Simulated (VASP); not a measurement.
Runs of VASP 6.6.1 on CdO (Monteponite). It takes space group Fm-3m (No. 225, cubic). Conventional cell: a = 4.699 Å, b = 4.699 Å, c = 4.699 Å, α = 90.00°, β = 90.00°, γ = 90.00°. Within 3.1 Å of Cd (site symmetry m-3m) lie 6 O at 2.35 Å. Within 3.1 Å of O (site symmetry m-3m) lie 6 Cd at 2.35 Å. 

| level | potentials or basis | gap on the mesh (eV) | pressure (GPa) |
| --- | --- | --- | --- |
| RPBE | VASP PAW PBE potentials, release 64 (Cd, O) | none | 12.0 |
| BLYP | VASP PAW PBE potentials, release 64 (Cd, O) | none | 13.4 |
| PBEsol | VASP PAW PBE potentials, release 64 (Cd, O) | none | (a) |
| LDA | VASP PAW LDA potentials, release 64 (Cd, O) | none | -4.5 |

Alike in all rows: task single point; no spin polarisation; cell as given; k mesh 6 × 6 × 6; cutoff (eV) 600; smearing fermi-dirac 0.1 eV.

Task: Fill in the values left out.

Result: (a) 0.6.

Caveats: all runs use coarse meshes; the PAW data sets were made with another functional, which shifts forces and pressure a little (some runs).

A k mesh can miss the band edges, and the runs leave out spin-orbit coupling on Cd.

A gap of «none» marks levels without a gap at the run's occupations.
